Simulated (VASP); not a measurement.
# CaCd3F8 (Cmmm) in VASP: notebook

Runs on CaCd3F8. Level: PBE. Tasks: single point.

Everything below comes from runs of VASP 6.6.1. Logs are shortened: lines on timing, memory, paths and dates and some standing lists are left out, and cuts for length are marked.

### Step 1. The cell of the first run

The structure is orthorhombic, space group Cmmm (No. 65). Conventional cell: a = 7.643 Å, b = 10.804 Å, c = 3.817 Å, α = 90.00°, β = 90.00°, γ = 90.00°. Within 3.1 Å of Cd (site symmetry 2/m) lie 8 F at 2.34 Å. Within 3.1 Å of Cd (site symmetry mmm) lie 8 F at 2.34 Å. F (site symmetry m) has 3 Cd at 2.34 Å and 1 Ca at 2.35 Å and 6 F at 2.70 to 2.71 Å within 3.1 Å. F (site symmetry m2m) has 4 Cd at 2.34 Å and 6 F at 2.70 Å within 3.1 Å. Within 3.1 Å of F (site symmetry m2m) lie 2 Cd at 2.34 Å and 2 Ca at 2.34 Å and 6 F at 2.70 to 2.71 Å. Ca (site symmetry mmm) has 8 F at 2.34 to 2.35 Å within 3.1 Å.

### Step 2. Single point, PBE

INCAR reads:

```
  ALGO = Normal
  EDIFF = 1E-6
  ENCUT = 520
  GGA = PE
  ISIF = 2
  ISMEAR = -1
  LASPH = True
  LCHARG = False
  LREAL = False
  LWAVE = False
  NBANDS = 63
  NELM = 80
  PREC = Accurate
  SIGMA = 0.02
```

KPOINTS reads:

```
k-points
0
Gamma
  4 4 6
```

POSCAR reads:

```
CaCd3F8
1.0
    3.8216128149     -5.4017732430      0.0000000000
    3.8216128149      5.4017732430      0.0000000000
    0.0000000000      0.0000000000      3.8174105470
Cd F Ca
3 8 1
Direct
    0.0000000000      0.5000000000      0.0000000000
    0.0000000000      0.0000000000      0.5000000000
    0.5000000000      0.0000000000      0.0000000000
    0.3743196844      0.1240038031      0.5000000000
    0.1240038031      0.3743196844      0.5000000000
    0.8751527587      0.1248472413      0.0000000000
    0.6256371360      0.3743628640      0.0000000000
    0.3743628640      0.6256371360      0.0000000000
    0.1248472413      0.8751527587      0.0000000000
    0.8759961969      0.6256803156      0.5000000000
    0.6256803156      0.8759961969      0.5000000000
    0.5000000000      0.5000000000      0.5000000000
```

Potentials or basis: VASP PAW PBE potentials, release 64 (Cd, F, Ca_sv).

Run with:

```bash
> cat potpaw_PBE.64/Cd/POTCAR potpaw_PBE.64/F/POTCAR potpaw_PBE.64/Ca_sv/POTCAR > POTCAR
> mpirun -np 1 vasp_std > vasp.out
```

OUTCAR:

```text
EDIFF = 1E-6
   ENCUT = 520
   GGA = PE
   ISIF = 2
   ISMEAR = -1
   LASPH = True
   LREAL = False
   NELM = 80
   PREC = Accurate

 ion  position               nearest neighbor table
   1  0.000  0.500  0.000-   7 2.34   8 2.34   5 2.34  10 2.34   5 2.34  10 2.34   9 2.34   6 2.34

   2  0.000  0.000  0.500-   4 2.34   5 2.34  10 2.34  11 2.34   6 2.34   9 2.34   6 2.34   9 2.34

   3  0.500  0.000  0.000-   7 2.34   8 2.34   4 2.34  11 2.34   4 2.34  11 2.34   9 2.34   6 2.34

   4  0.374  0.124  0.500-   2 2.34   3 2.34   3 2.34  12 2.35
   5  0.124  0.374  0.500-   2 2.34   1 2.34   1 2.34  12 2.35
   6  0.875  0.125  0.000-   2 2.34   2 2.34   3 2.34   1 2.34
   7  0.626  0.374  0.000-   1 2.34   3 2.34  12 2.34  12 2.34
   8  0.374  0.626  0.000-   1 2.34   3 2.34  12 2.34  12 2.34
   9  0.125  0.875  0.000-   2 2.34   2 2.34   3 2.34   1 2.34
  10  0.876  0.626  0.500-   2 2.34   1 2.34   1 2.34  12 2.35
  11  0.626  0.876  0.500-   2 2.34   3 2.34   3 2.34  12 2.35
  12  0.500  0.500  0.500-   7 2.34   8 2.34   7 2.34   8 2.34  10 2.35  11 2.35   4 2.35   5 2.35

  LATTYP: Found a base centered orthorhombic cell.
 ALAT       =     7.6432256298
 B/A-ratio  =     1.4134799899
 C/A-ratio  =     0.4994501971

  Lattice vectors:

 A1 = (   3.8216128149,  -5.4017732430,   0.0000000000)
 A2 = (   3.8216128149,   5.4017732430,   0.0000000000)
 A3 = (   0.0000000000,   0.0000000000,   3.8174105470)

Analysis of symmetry for initial positions (statically):
=====================================================================
 Subroutine PRICEL returns:
 Original cell was already a primitive cell.

 Routine SETGRP: Setting up the symmetry group for a
 base centered orthorhombic supercell.

 Subroutine GETGRP returns: Found  8 space group operations
 (whereof  8 operations were pure point group operations)
 out of a pool of  8 trial point group operations.

The static configuration has the point symmetry D_2h.

Analysis of symmetry for dynamics (positions and initial velocities):
=====================================================================
 Subroutine PRICEL returns:
 Original cell was already a primitive cell.

 Routine SETGRP: Setting up the symmetry group for a
 base centered orthorhombic supercell.

 Subroutine GETGRP returns: Found  8 space group operations
 (whereof  8 operations were pure point group operations)
 out of a pool of  8 trial point group operations.

The dynamic configuration has the point symmetry D_2h.

 Subroutine INISYM returns: Found  8 space group operations
 (whereof  8 operations are pure point group operations),
 and found     1 'primitive' translations

----------------------------------------------------------------------------------------

                                     Primitive cell

  volume of cell :     157.6093

  direct lattice vectors                    reciprocal lattice vectors
     3.821612815 -5.401773243  0.000000000     0.130834814 -0.092562197  0.000000000
     3.821612815  5.401773243  0.000000000     0.130834814  0.092562197  0.000000000
     0.000000000  0.000000000  3.817410547     0.000000000  0.000000000  0.261957677

  length of vectors
     6.616938769  6.616938769  3.817410547     0.160266992  0.160266992  0.261957677

  position of ions in fractional coordinates (direct lattice)
     1.000000000  0.500000000  0.000000000
     0.000000000  0.000000000  0.500000000
     0.500000000  1.000000000  0.000000000
     0.374319684  0.124003803  0.500000000
     0.124003803  0.374319684  0.500000000
     0.875152759  0.124847241  0.000000000
     0.625637136  0.374362864  0.000000000
     0.374362864  0.625637136  0.000000000
     0.124847241  0.875152759  0.000000000
     0.875996197  0.625680316  0.500000000
     0.625680316  0.875996197  0.500000000
     0.500000000  0.500000000  0.500000000

  ion indices of the primitive-cell ions
   primitive index   ion index
                 1           1
                 2           2
                 3           3
                 4           4
                 5           5
                 6           6
                 7           7
                 8           8
                 9           9
                10          10
                11          11
                12          12

----------------------------------------------------------------------------------------

 KPOINTS: k-points

Automatic generation of k-mesh.
 Grid dimensions read from file:
 generate k-points for:    4    4    6

 Generating k-lattice:

  Cartesian coordinates                     Fractional coordinates (reciprocal lattice)
     0.032708703 -0.023140549  0.000000000     0.250000000 -0.000000000  0.000000000
     0.032708703  0.023140549  0.000000000    -0.000000000  0.250000000  0.000000000
     0.000000000  0.000000000  0.043659613     0.000000000  0.000000000  0.166666667

  Length of vectors
     0.040066748  0.040066748  0.043659613

  Shift w.r.t. Gamma in fractional coordinates (k-lattice)
     0.000000000  0.000000000  0.000000000

 Subroutine IBZKPT returns following result:
 ===========================================

 Found     28 irreducible k-points:

 Following reciprocal coordinates:
            Coordinates               Weight
  0.000000  0.000000  0.000000      1.000000
  0.250000 -0.000000  0.000000      4.000000
  0.500000 -0.000000  0.000000      2.000000
  0.250000  0.250000  0.000000      2.000000
  0.500000  0.250000  0.000000      4.000000
 -0.250000  0.250000  0.000000      2.000000
[... 16 lines left out ...]
  0.250000 -0.000000  0.500000      4.000000
  0.500000 -0.000000  0.500000      2.000000
 [... further k-points ...]
   k-points           NKPTS =     28   k-points in BZ     NKDIM =     28   number of bands    NBANDS=     63
   number of dos      NEDOS =    301   number of ions     NIONS =     12
   total plane-waves  NPLWV =  70000
   dimension x,y,z NGX =    50 NGY =   50 NGZ =   28
   dimension x,y,z NGXF=   100 NGYF=  100 NGZF=   56
   ions per type =               3   8   1
   NGX,Y,Z   is equivalent  to a cutoff of  12.56, 12.56, 12.19 a.u.
   NGXF,Y,Z  is equivalent  to a cutoff of  25.12, 25.12, 24.39 a.u.
 SYSTEM =  unknown system
   PREC   = accura    normal or accurate (medium, high low for compatibility)
   ISTART =      0    job   : 0-new  1-cont  2-samecut
   ICHARG =      2    charge: 1-file 2-atom 10-const
   ISPIN  =      1    spin polarized calculation?
   LNONCOLLINEAR =      F non collinear calculations
   LSORBIT =      F    spin-orbit coupling
   LASPH  =      T    aspherical Exc in radial PAW
   ENCUT  =  520.0 eV  38.22 Ry    6.18 a.u.  12.30 12.30  7.10*2*pi/ulx,y,z
   NELM   =     80;   NELMIN=  2; NELMDL= -5     # of ELM steps
   EDIFF  = 0.1E-05   stopping-criterion for ELM
   LREAL  =      F    real-space projection
   EDIFFG = 0.1E-04   stopping-criterion for IOM
   NSW    =      0    number of steps for IOM
   IBRION =     -1    ionic relax: 0-MD 1-quasi-New 2-CG
   NFREE  =      0    steps in history (QN), initial steepest desc. (CG)
   ISIF   =      2    stress and relaxation
   ISYM   =      2    0-nonsym 1-usesym 2-fastsym
   POTIM  = 0.5000    time-step for ionic-motion
   TEBEG  =    0.0;   TEEND  =   0.0 temperature during run
   PSTRESS=    0.0 pullay stress
   NELECT =     102.0000    total number of electrons
   NUPDOWN=      -1.0000    fix difference up-down
   EMIN   =  10.00;   EMAX   =-10.00  energy-range for DOS
   EFERMI =   0.00;   METHOD = LEGACY
   ISMEAR =    -1;   SIGMA  =   0.02  broadening in eV -4-tet -1-fermi 0-gaus
   EFERMI_NEDOS =   21; number of points for ismear=-14 and -15
   IALGO  =     38    algorithm
   IMIX   =      4    mixing-type and parameters
     AMIX     =   0.40;   BMIX     =  1.00
     AMIX_MAG =   1.60;   BMIX_MAG =  1.00
  volume/ion in A,a.u.               =      13.13        88.63
  Fermi-wavevector in a.u.,A,eV,Ry     =   1.416058  2.675961 27.282663  2.005219
  Thomas-Fermi vector in A             =   2.537432
   LORBIT       =      0    0 simple, 1 ext, 2 COOP (PROOUT), +10 PAW based schemes
   GGA     = PE    functional components
   LHFCALC =     F    Hartree Fock is set to
   AEXX    =    0.0000 exact exchange contribution
   IVDW    =     0    specifies the selected vdW correction
   LEPSILON=     F    determine dielectric tensor
   LRPA    =     F    only Hartree local field effects (RPA)
 non-spin polarized calculation
  energy-cutoff  :      520.00
  volume of cell :      157.61
 maximum number of plane-waves:      4266
 NGX is ok and might be reduce to    50
   NGX = 25   NGY = 25   NGZ = 15

 number of electron     102.0000025 magnetization

 Free energy of the ion-electron system (eV)
  ---------------------------------------------------
  ext. energy  EPLUGINS =         0.00000000
  ---------------------------------------------------
  free energy    TOTEN  =       -49.89154434 eV

  energy without entropy =      -49.89154434  energy(sigma->0) =      -49.89154434

 E-fermi :  -0.6530     XC(G=0): -10.2257

 val. band max:       -1.1052330571   @ k =   0.0000   0.0000   0.5000
 cond. band min:       2.5361482677   @ k =   0.0000   0.0000   0.0000
 fundamental gap:      3.6413813248
 Fermi energy:        -0.6529944222

 k-point     1 :       0.0000    0.0000    0.0000
  band No.  band energies     occupation
      1     -37.3781      2.00000
      2     -21.8022      2.00000
      3     -21.5948      2.00000
      4     -21.4241      2.00000
      5     -21.3244      2.00000
      6     -21.2961      2.00000
[... 55 lines left out ...]
     62       9.6881      0.00000
     63      11.1426      0.00000

 k-point     2 :       0.2500   -0.0000    0.0000
  band No.  band energies     occupation
      1     -37.3781      2.00000
      2     -21.7956      2.00000
      3     -21.5979      2.00000
      4     -21.5152      2.00000
      5     -21.3648      2.00000
      6     -21.2657      2.00000
[... 1507 lines left out ...]
     62       9.6825      0.00000
     63       9.9358      0.00000

 [... further k-points ...]

------------------------ aborting loop because EDIFF is reached ----------------------------------------

  FORCE on cell =-STRESS in cart. coord.  units (eV):
  Direction    XX          YY          ZZ          XY          YZ          ZX
  --------------------------------------------------------------------------------------
  -------------------------------------------------------------------------------------
  Total        5.4350128      5.4219782      5.4333079     -0.0000000      0.0000000      0.0000000
  in kB       55.2496152     55.1171115     55.2322840     -0.0000000      0.0000000      0.0000000
  external PRESSURE =      55.1996702 kB  Pullay stress =       0.0000000 kB

 VOLUME and BASIS-vectors are now :
 -----------------------------------------------------------------------------
  energy-cutoff  :      520.00
  volume of cell :      157.61
      direct lattice vectors                 reciprocal lattice vectors
     3.821612815 -5.401773243  0.000000000     0.130834814 -0.092562197  0.000000000
     3.821612815  5.401773243  0.000000000     0.130834814  0.092562197  0.000000000
     0.000000000  0.000000000  3.817410547     0.000000000  0.000000000  0.261957677

 POSITION                                       TOTAL-FORCE (eV/Angst)
 -----------------------------------------------------------------------------------
      1.91081      2.70089      0.00000         0.000000     -0.000000     -0.000000
      0.00000      0.00000      1.90871         0.000000     -0.000000     -0.000000
      1.91081     -2.70089      0.00000         0.000000     -0.000000     -0.000000
      1.90440     -1.35215      1.90871         0.073454      0.053312     -0.000000
      1.90440      1.35215      1.90871         0.073454     -0.053312     -0.000000
      3.82161     -4.05298      0.00000         0.000000      0.000212     -0.000000
      3.82161     -1.35733      0.00000         0.000000      0.107636     -0.000000
      3.82161      1.35733      0.00000         0.000000     -0.107636      0.000000
      3.82161      4.05298      0.00000         0.000000     -0.000212     -0.000000
      5.73883     -1.35215      1.90871        -0.073454      0.053312      0.000000
      5.73883      1.35215      1.90871        -0.073454     -0.053312      0.000000
      3.82161      0.00000      1.90871         0.000000     -0.000000     -0.000000
 -----------------------------------------------------------------------------------
    total drift:                               -0.000000      0.000000      0.000000

  FREE ENERGIE OF THE ION-ELECTRON SYSTEM (eV)
  ---------------------------------------------------
  free  energy   TOTEN  =       -49.8915443408 eV

  energy  without entropy=      -49.8915443408  energy(sigma->0) =      -49.89154434
```

Run time: 3.9 min. Hardware: 1 thread of Intel Xeon Platinum 8488C (Sapphire Rapids), shared host; peak memory 0.38 GiB.

What came out:

```yaml
Free_energy: -49.8915 eV
Pressure: 5.5 GPa
Largest_force: 0.108 eV/Å
Band_gap_on_the_k_mesh: 3.64 eV (least direct gap 3.76 eV)
```

Forces in eV/Å, atoms in the order of the input:
```
Cd   0.000  0.000  0.000
Cd   0.000  0.000  0.000
Cd   0.000  0.000  0.000
F    0.073  0.053  0.000
F    0.073 -0.053  0.000
F    0.000  0.000  0.000
F    0.000  0.108  0.000
F    0.000 -0.108  0.000
F    0.000  0.000  0.000
F   -0.073  0.053  0.000
F   -0.073 -0.053  0.000
Ca   0.000  0.000  0.000
```

Levels at points of the mesh, in eV from the valence-band top:
| k point | band 49 | band 50 | band 51 | band 52 | band 53 | band 54 |
| --- | --- | --- | --- | --- | --- | --- |
| (0.00, 0.00, 0.00) | -0.43 | -0.15 | -0.12 | 3.64 | 7.08 | 7.51 |
| (0.50, 0.00, 0.00) | -0.38 | -0.37 | -0.24 | 4.99 | 5.63 | 7.39 |
| (0.50, 0.50, 0.00) | -0.32 | -0.31 | -0.30 | 5.38 | 5.78 | 6.74 |
| (0.00, 0.00, 0.50) | -0.34 | -0.28 | 0.00 | 6.74 | 7.10 | 8.01 |
| (0.50, 0.00, 0.50) | -0.37 | -0.24 | -0.23 | 7.25 | 7.39 | 7.40 |
| (0.50, 0.50, 0.50) | -0.18 | -0.14 | -0.09 | 7.08 | 7.45 | 7.61 |

Caveat: the cell stands under pressure.

### Step 3. Single point, PBE

This run uses another cell than the first one, of 13.79 Å³/atom.

INCAR reads:

```
  PREC = Accurate
  ENCUT = 520
  EDIFF = 1E-7
  ISMEAR = -1
  SIGMA = 0.02
  LREAL = F
  LASPH = T
  NELM = 60
  ALGO = Normal
  ISIF = 2
  LWAVE = F
  LCHARG = F
  GGA = PE
  NBANDS = 63
```

KPOINTS reads:

```
Automatic mesh
0
Gamma
  4 4 6
```

POSCAR reads:

```
CaCd3F8
1.0
    3.8844065513     -5.4899828645      0.0000000000
    3.8844065513      5.4899828645      0.0000000000
    0.0000000000      0.0000000000      3.8799630724
Cd F Ca
3 8 1
Direct
    0.0000000000      0.5000000000      0.0000000000
    0.0000000000      0.0000000000      0.5000000000
    0.5000000000      0.0000000000      0.0000000000
    0.3746994742      0.1249395932      0.5000000000
    0.1249395932      0.3746994742      0.5000000000
    0.8750862559      0.1249137441      0.0000000000
    0.6249915463      0.3750084537      0.0000000000
    0.3750084537      0.6249915463      0.0000000000
    0.1249137441      0.8750862559      0.0000000000
    0.8750604068      0.6253005258      0.5000000000
    0.6253005258      0.8750604068      0.5000000000
    0.5000000000      0.5000000000      0.5000000000
```

Potentials or basis: VASP PAW PBE potentials, release 64 (Cd, F, Ca_sv).

Run with:

```bash
> cat potpaw_PBE.64/Cd/POTCAR potpaw_PBE.64/F/POTCAR potpaw_PBE.64/Ca_sv/POTCAR > POTCAR
> mpirun -np 1 vasp_std > vasp.out
```

Run time: 4.9 min. Hardware: 1 thread of Intel Xeon Platinum 8488C (Sapphire Rapids), shared host; peak memory 0.4 GiB.

The run converged. Its results:

```yaml
Free_energy: -50.0508 eV
Pressure: 0.4 GPa
Largest_force: 0.013 eV/Å
Band_gap_on_the_k_mesh: 3.44 eV (least direct gap 3.57 eV)
```

Forces in eV/Å, atoms in the order of the input:
```
Cd   0.000  0.000  0.000
Cd   0.000  0.000  0.000
Cd   0.000  0.000  0.000
F    0.009  0.006  0.000
F    0.009 -0.006  0.000
F    0.000  0.000  0.000
F    0.000  0.013  0.000
F    0.000 -0.013  0.000
F    0.000  0.000  0.000
F   -0.009  0.006  0.000
F   -0.009 -0.006  0.000
Ca   0.000  0.000  0.000
```

Levels at points of the mesh, in eV from the valence-band top:
| k point | band 49 | band 50 | band 51 | band 52 | band 53 | band 54 |
| --- | --- | --- | --- | --- | --- | --- |
| (0.00, 0.00, 0.00) | -0.39 | -0.14 | -0.13 | 3.44 | 6.70 | 7.14 |
| (0.50, 0.00, 0.00) | -0.37 | -0.35 | -0.24 | 4.73 | 5.36 | 7.00 |
| (0.50, 0.50, 0.00) | -0.30 | -0.29 | -0.29 | 5.10 | 5.50 | 6.39 |
| (0.00, 0.00, 0.50) | -0.29 | -0.25 | 0.00 | 6.39 | 6.76 | 7.58 |
| (0.50, 0.00, 0.50) | -0.33 | -0.25 | -0.24 | 6.88 | 7.00 | 7.01 |
| (0.50, 0.50, 0.50) | -0.18 | -0.13 | -0.08 | 6.70 | 7.06 | 7.31 |

A k mesh can miss the band edges.
